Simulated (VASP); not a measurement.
W: electric field gradients with LDA

The system is W.

```xyz
1
Lattice="0.0000 2.0567 2.0567 2.0567 0.0000 2.0567 2.0567 2.0567 0.0000" Properties=species:S:1:pos:R:3 pbc="T T T"
W     0.0000    0.0000    0.0000
```

This cell differs from its parent crystal: volume scaled by 1.04.

| Quantity | Value |
| --- | --- |
| Program | VASP 6.6.1 |
| Task | electric field gradients |
| Functional | LDA |
| Potentials or basis | VASP PAW LDA potentials, release 64 (W_sv) |
| Cutoff | 520 eV |
| k mesh | 14 × 14 × 14 |
| Occupations | fermi-dirac, width 0.05 eV |
| Spin | no spin polarisation |
| Dipole correction | no |
| Further INCAR settings | ALGO = Normal; EDIFF = 1e-08; NBANDS = 13 |

```yaml
Pressure: -25.1 GPa
Band_gap_on_the_k_mesh: zero (band 7 reaches 12.45 eV, above the bottom of band 8 at 9.04 eV)
```

Levels at points of the mesh, in eV from the Fermi level:
| k point | band 4 | band 5 | band 6 | band 7 | band 8 | band 9 | band 10 | band 11 |
| --- | --- | --- | --- | --- | --- | --- | --- | --- |
| (0.00, 0.00, 0.00) | -37.26 | -8.58 | -0.50 | -0.50 | -0.50 | 2.34 | 2.34 | 12.82 |
| (0.50, 0.00, 0.00) | -37.39 | -5.24 | -0.71 | -0.71 | 0.65 | 4.63 | 4.63 | 9.45 |
| (0.50, 0.50, 0.00) | -37.61 | -5.06 | -4.14 | 2.91 | 4.57 | 5.31 | 5.31 | 11.34 |

It took 11 s on 1 thread of Intel(R) Xeon(R) Platinum 8259CL CPU @ 2.50GHz (Skylake/Cascade Lake), on a shared host, peak memory 0.14 GiB.

Caveat: without QUAD_EFG the Cq values of the log hold for a quadrupole moment of 1 mb, not for the nuclei; spin-orbit coupling is left out, which moves the levels of the heavy elements.
